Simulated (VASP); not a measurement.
# CaB2 (I4/mmm) in VASP: further runs, part 2 of 2

VASP 6.6.1. Earlier steps stand in the parts before.

## 3. Relaxation of cell and atoms, PBE

This run uses another cell than the first one, of 12.02 Å³/atom, 0.997 times its volume.

File INCAR:

```
SYSTEM = CaB2
PREC = Accurate
ENCUT = 600
EDIFF = 1E-6
ISMEAR = 0
SIGMA = 0.1
LREAL = .FALSE.
LASPH = .TRUE.
NELM = 80
ALGO = Normal
ISIF = 3
LWAVE = .FALSE.
LCHARG = .FALSE.
GGA = PE
IBRION = 2
NSW = 90
EDIFFG = -0.04
```

File KPOINTS:

```
Automatic mesh
0
G
  8 8 8
  0 0 0
```

File POSCAR:

```
CaB2
1.0
   -1.5430108917      1.5430108917      3.7851985937
    1.5430108917     -1.5430108917      3.7851985937
    1.5430108917      1.5430108917     -3.7851985937
Ca B
1 2
Direct
    0.0000000000      0.0000000000      0.0000000000
    0.6650000000      0.6650000000      0.0000000000
    0.3350000000      0.3350000000      0.0000000000
```

Potentials or basis: VASP PAW PBE potentials, release 64 (Ca_sv, B).

The run is started by

```sh
> cat potpaw_PBE.64/Ca_sv/POTCAR potpaw_PBE.64/B/POTCAR > POTCAR
> mpirun -np 1 vasp_std > vasp.out
```

OUTCAR:

```text
SYSTEM = CaB2
   PREC = Accurate
   ENCUT = 600
   EDIFF = 1E-6
   ISMEAR = 0
   LREAL = .FALSE.
   LASPH = .TRUE.
   NELM = 80
   ISIF = 3
   GGA = PE
   IBRION = 2
   NSW = 90
   EDIFFG = -0.04

 ion  position               nearest neighbor table
   1  0.000  0.000  0.000-   2 2.51   2 2.51   2 2.51   3 2.51   2 2.51   3 2.51   3 2.51   3 2.51
                             2 2.54   3 2.54
   2  0.665  0.665  0.000-   1 2.51   1 2.51   1 2.51   1 2.51   1 2.54
   3  0.335  0.335  0.000-   1 2.51   1 2.51   1 2.51   1 2.51   1 2.54

  LATTYP: Found a body centered tetragonal cell.
 ALAT       =     3.0860217834
 C/A-ratio  =     2.4531250000

  Lattice vectors:

 A1 = (  -1.5430108917,   1.5430108917,   3.7851985937)
 A2 = (   1.5430108917,  -1.5430108917,   3.7851985937)
 A3 = (   1.5430108917,   1.5430108917,  -3.7851985937)

Analysis of symmetry for initial positions (statically):
=====================================================================
 Subroutine PRICEL returns:
 Original cell was already a primitive cell.

 Routine SETGRP: Setting up the symmetry group for a
 body centered tetragonal supercell.

 Subroutine GETGRP returns: Found 16 space group operations
 (whereof 16 operations were pure point group operations)
 out of a pool of 16 trial point group operations.

The static configuration has the point symmetry D_4h.

Analysis of symmetry for dynamics (positions and initial velocities):
=====================================================================
 Subroutine PRICEL returns:
 Original cell was already a primitive cell.

 Routine SETGRP: Setting up the symmetry group for a
 body centered tetragonal supercell.

 Subroutine GETGRP returns: Found 16 space group operations
 (whereof 16 operations were pure point group operations)
 out of a pool of 16 trial point group operations.

The dynamic configuration has the point symmetry D_4h.

 Subroutine INISYM returns: Found 16 space group operations
 (whereof 16 operations are pure point group operations),
 and found     1 'primitive' translations

----------------------------------------------------------------------------------------

                                     Primitive cell

  volume of cell :      36.0485

  direct lattice vectors                    reciprocal lattice vectors
    -1.543010892  1.543010892  3.785198594     0.000000000  0.324041783  0.132093466
     1.543010892 -1.543010892  3.785198594     0.324041783  0.000000000  0.132093466
     1.543010892  1.543010892 -3.785198594     0.324041783  0.324041783  0.000000000

  length of vectors
     4.369152506  4.369152506  4.369152506     0.349931080  0.349931080  0.458264284

  position of ions in fractional coordinates (direct lattice)
     0.000000000  0.000000000  0.000000000
     0.665000000  0.665000000  0.000000000
     0.335000000  0.335000000  0.000000000

  ion indices of the primitive-cell ions
   primitive index   ion index
                 1           1
                 2           2
                 3           3

----------------------------------------------------------------------------------------

 KPOINTS: Automatic mesh

Automatic generation of k-mesh.
 Grid dimensions read from file:
[... 65 lines left out ...]
   EDIFF  = 0.1E-05   stopping-criterion for ELM
   LREAL  =      F    real-space projection
   EDIFFG = -.4E-01   stopping-criterion for IOM
   NSW    =     90    number of steps for IOM
   IBRION =      2    ionic relax: 0-MD 1-quasi-New 2-CG
   NFREE  =      1    steps in history (QN), initial steepest desc. (CG)
   ISIF   =      3    stress and relaxation
   ISYM   =      2    0-nonsym 1-usesym 2-fastsym
   POTIM  = 0.5000    time-step for ionic-motion
   TEBEG  =    0.0;   TEEND  =   0.0 temperature during run
   PSTRESS=    0.0 pullay stress
   NELECT =      16.0000    total number of electrons
   NUPDOWN=      -1.0000    fix difference up-down
   EMIN   =  10.00;   EMAX   =-10.00  energy-range for DOS
   EFERMI =   0.00;   METHOD = LEGACY
   ISMEAR =     0;   SIGMA  =   0.10  broadening in eV -4-tet -1-fermi 0-gaus
   EFERMI_NEDOS =   21; number of points for ismear=-14 and -15
   IALGO  =     38    algorithm
   IMIX   =      4    mixing-type and parameters
     AMIX     =   0.40;   BMIX     =  1.00
     AMIX_MAG =   1.60;   BMIX_MAG =  1.00
  volume/ion in A,a.u.               =      12.02        81.09
  Fermi-wavevector in a.u.,A,eV,Ry     =   1.248780  2.359852 21.217626  1.559452
  Thomas-Fermi vector in A             =   2.382851
   LORBIT       =      0    0 simple, 1 ext, 2 COOP (PROOUT), +10 PAW based schemes
   GGA     = PE    functional components
   LHFCALC =     F    Hartree Fock is set to
   AEXX    =    0.0000 exact exchange contribution
   IVDW    =     0    specifies the selected vdW correction
   LEPSILON=     F    determine dielectric tensor
   LRPA    =     F    only Hartree local field effects (RPA)
 conjugate gradient relaxation of ions
 non-spin polarized calculation
 Gauss-broadening in eV      SIGMA  =   0.10
  energy-cutoff  :      600.00
  volume of cell :       36.05
 maximum number of plane-waves:      1216
   NGX = 17   NGY = 17   NGZ = 17

--------------------------------------- Ionic step        1  -------------------------------------------

 number of electron      16.0000001 magnetization

 Free energy of the ion-electron system (eV)
  ---------------------------------------------------
  ext. energy  EPLUGINS =         0.00000000
  ---------------------------------------------------
  free energy    TOTEN  =       -10.03867336 eV

  energy without entropy =      -10.02968865  energy(sigma->0) =      -10.03418100

------------------------ aborting loop because EDIFF is reached ----------------------------------------

  FORCE on cell =-STRESS in cart. coord.  units (eV):
  Direction    XX          YY          ZZ          XY          YZ          ZX
  --------------------------------------------------------------------------------------
  -------------------------------------------------------------------------------------
  Total        5.2786187      5.2786187      3.4479528      0.0000000     -0.0000000      0.0000000
  in kB      234.6087632    234.6087632    153.2446255      0.0000000     -0.0000000      0.0000000
  external PRESSURE =     207.4873840 kB  Pullay stress =       0.0000000 kB
[... 92 lines left out ...]
  FREE ENERGIE OF THE ION-ELECTRON SYSTEM (eV)
  ---------------------------------------------------
  free  energy   TOTEN  =       -10.8188524923 eV

  energy  without entropy=      -10.8111954740  energy(sigma->0) =      -10.81502398

[... ionic steps 4 to 16 ...]

--------------------------------------- Ionic step       17  -------------------------------------------

 number of electron      16.0000001 magnetization

------------------------ aborting loop because EDIFF is reached ----------------------------------------
[... 69 lines left out ...]
--------------------------------------- Ionic step       19  -------------------------------------------

 number of electron      16.0000001 magnetization

 Free energy of the ion-electron system (eV)
  ---------------------------------------------------
  ext. energy  EPLUGINS =         0.00000000
  ---------------------------------------------------
  free energy    TOTEN  =       -12.50162599 eV

  energy without entropy =      -12.49278684  energy(sigma->0) =      -12.49720641

 E-fermi :   5.2276     XC(G=0): -11.0002

 val. band max:        5.1998973355   @ k =  -0.3750   0.3750   0.2500
 cond. band min:       5.2347127266   @ k =   0.1250   0.1250   0.1250
 fundamental gap:      0.0348153910
 Fermi energy:         5.2276000827

 k-point     1 :       0.0000    0.0000    0.0000
  band No.  band energies     occupation
      1     -35.0700      2.00000
      2     -16.0401      2.00000
      3     -15.4033      2.00000
      4     -15.4033      2.00000
      5      -6.4456      2.00000
      6       1.7815      2.00000
      7       3.7394      2.00000
      8       5.8291      0.00000
      9       5.8291      0.00000
     10       6.8620      0.00000
     11      11.0255      0.00000
     12      12.0966      0.00000
[... 331 lines left out ...]
 k-point    24 :       0.3750    0.1250    0.1250
  band No.  band energies     occupation
      1     -34.7031      2.00000
      2     -16.8256      2.00000
      3     -15.9942      2.00000
      4     -15.6809      2.00000
      5      -1.7094      2.00000
      6      -1.4132      2.00000
      7       3.7917      2.00000
      8       4.4026      2.00000
      9       5.9633      0.00000
     10       6.5005      0.00000
     11       8.7113      0.00000
     12       9.7339      0.00000

 [... further k-points ...]
[... 5 lines left out ...]
  --------------------------------------------------------------------------------------
  -------------------------------------------------------------------------------------
  Total       -0.0101695     -0.0101695      0.0721523      0.0000000      0.0000000      0.0000000
  in kB       -0.4486960     -0.4486960      3.1834760      0.0000000      0.0000000      0.0000000
  external PRESSURE =       0.7620280 kB  Pullay stress =       0.0000000 kB
[... 18 lines left out ...]
  FREE ENERGIE OF THE ION-ELECTRON SYSTEM (eV)
  ---------------------------------------------------
  free  energy   TOTEN  =       -12.5016259876 eV

  energy  without entropy=      -12.4927868351  energy(sigma->0) =      -12.49720641

 reached required accuracy - stopping structural energy minimisation
```

OSZICAR:

```text
N       E                     dE             d eps       ncg     rms          rms(c)
DAV:   1     0.102350369029E+03    0.10235E+03   -0.86817E+03  1416   0.145E+03
DAV:   2    -0.600596114932E+01   -0.10836E+03   -0.10450E+03  1532   0.316E+02
DAV:   3    -0.995887249048E+01   -0.39529E+01   -0.36662E+01  2084   0.524E+01
DAV:   4    -0.101673735399E+02   -0.20850E+00   -0.20777E+00  2008   0.105E+01
[... 170 lines left out ...]
DAV:   1    -0.125023625105E+02   -0.14719E-02   -0.52240E-02  1472   0.229E+00    0.158E-01
DAV:   2    -0.125018754305E+02    0.48708E-03   -0.10611E-03  1712   0.368E-01    0.908E-02
DAV:   3    -0.125016277106E+02    0.24772E-03   -0.48930E-04  1952   0.209E-01    0.155E-02
DAV:   4    -0.125016265991E+02    0.11115E-05   -0.30777E-05  1816   0.570E-02    0.746E-03
DAV:   5    -0.125016259876E+02    0.61151E-06   -0.29061E-06  1676   0.159E-02
  19 F= -.12501626E+02 E0= -.12497206E+02  d E =-.734589E-03
```

CONTCAR:

```text
CaB2
   1.00000000000000
    -1.3901771199694659    1.3901771199694659    4.6974138010295992
     1.3901771199694659   -1.3901771199694659    4.6974138010295992
     1.3901771199694659    1.3901771199694659   -4.6974138010295992
  Ca              B
     1     2
Direct
     0.0000000000000000    0.0000000000000000    0.0000000000000000
     0.7190246529327213    0.7190246529327213    0.0000000000000000
     0.2809753470672787    0.2809753470672787    0.0000000000000000

  0.00000000E+00  0.00000000E+00  0.00000000E+00
  0.00000000E+00  0.00000000E+00  0.00000000E+00
  0.00000000E+00  0.00000000E+00  0.00000000E+00
```

Run time: 3.8 min. Hardware: 1 thread of Intel Xeon 6975P-C (Granite Rapids), shared host; peak memory 0.23 GiB.

What came out:

* Free energy: -12.5016 eV
* Relaxed volume: 12.10 Å³/atom
* Relaxed cell: a = 5.092 Å, b = 5.092 Å, c = 5.092 Å, α = 148.31°, β = 148.31°, γ = 45.42°
* Space group after relaxing (to 0.05 Å): I4/mmm (No. 139)
* Energy gained by relaxing: 821.0 meV/atom
* Ionic steps: 19
* Pressure after relaxing: 0.1 GPa
* Largest force after relaxing: 0.037 eV/Å
* Band gap on the k mesh: zero (band 8 reaches 6.43 eV, above the bottom of band 9 at 4.18 eV)

Forces in eV/Å, atoms in the order of the input:
```
Ca   0.000  0.000  0.000
B    0.000  0.000  0.037
B    0.000  0.000 -0.037
```

Stress tensor (GPa, compression positive):
```
-0.04  0.00  0.00
 0.00 -0.04  0.00
 0.00  0.00  0.32
```

Step by step:
```tsv
step	energy change (eV)	largest force (eV/Å)	pressure (GPa)	volume (Å³)
1	0.0000	2.2615	20.75	36.05
2	-0.7772	0.9514	-1.60	44.78
3	-0.7802	0.8802	-2.38	45.33
4	-0.9465	0.9561	-2.87	44.74
5	-1.5930	0.4005	-4.49	42.82
6	-2.0192	1.9270	0.16	38.52
7	-2.0911	1.0511	-3.21	40.11
8	-2.1671	1.0932	-3.10	39.65
9	-2.2379	1.2327	-1.79	38.52
10	-2.2747	1.1145	-1.99	38.45
11	-2.3634	0.7458	-2.50	38.26
12	-2.4407	0.1076	-3.03	37.87
13	-2.4453	0.0042	-3.02	37.78
14	-2.4456	0.0830	-3.00	37.73
15	-2.4457	0.0420	-3.01	37.75
16	-2.4585	0.0374	-1.33	36.97
17	-2.4622	0.0378	0.21	36.31
18	-2.4622	0.0378	0.28	36.28
19	-2.4630	0.0367	0.08	36.31
```

Final structure:
```yaml
crystal:
  lattice:
    - [-1.39018, 1.39018, 4.69741]
    - [1.39018, -1.39018, 4.69741]
    - [1.39018, 1.39018, -4.69741]
  atoms:
    - { symbol: Ca, position: [0.00000, 0.00000, 0.00000] }
    - { symbol: B, position: [0.71902, 0.71902, 0.00000] }
    - { symbol: B, position: [0.28098, 0.28098, 0.00000] }
```
